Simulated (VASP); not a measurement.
AlSn:

```
Sn Al
1.0
     4.19811    0.00000    0.00000
    -2.09905    3.63567    0.00000
     0.00000    0.00000    3.30685
Sn Al
1 1
Direct
  0.33333 0.66667 0.50000
  0.00000 0.00000 0.00000
```

* Program: VASP 6.6.1
* Task: relaxation of cell and atoms
* Functional: BLYP
* Potentials or basis: VASP PAW PBE potentials, release 64 (Sn_d, Al)
* Cutoff: 600 eV
* k mesh: 7 × 7 × 8
* Occupations: fermi-dirac, width 0.05 eV
* Spin: no spin polarisation

At the start: pressure 3.8 GPa; volume 25.24 Å³/atom.

Problem. Where does the relaxation end?

Solution. Over 5 steps the energy falls by 24.1 meV/atom and the volume is 27.46 Å³/atom (+8.8 %); space group P-6m2 (No. 187, to 0.05 Å).

Step by step:
```tsv
step	energy change (eV)	largest force (eV/Å)	pressure (GPa)	volume (Å³)
1	0.0000	0.0000	3.75	50.47
2	-0.0472	0.0000	-0.07	54.92
3	-0.0473	0.0000	0.03	54.77
4	-0.0481	0.0000	0.02	54.86
5	-0.0482	0.0000	0.03	54.91
```

Final structure:
```
Sn Al
1.0
     4.32589    0.00000    0.00000
    -2.16295    3.74633    0.00000
     0.00000    0.00000    3.38842
Sn Al
1 1
Direct
  0.33333 0.66667 0.50000
  0.00000 0.00000 0.00000
```

Caveat: the PAW data sets were made with another functional, which shifts forces and pressure a little.
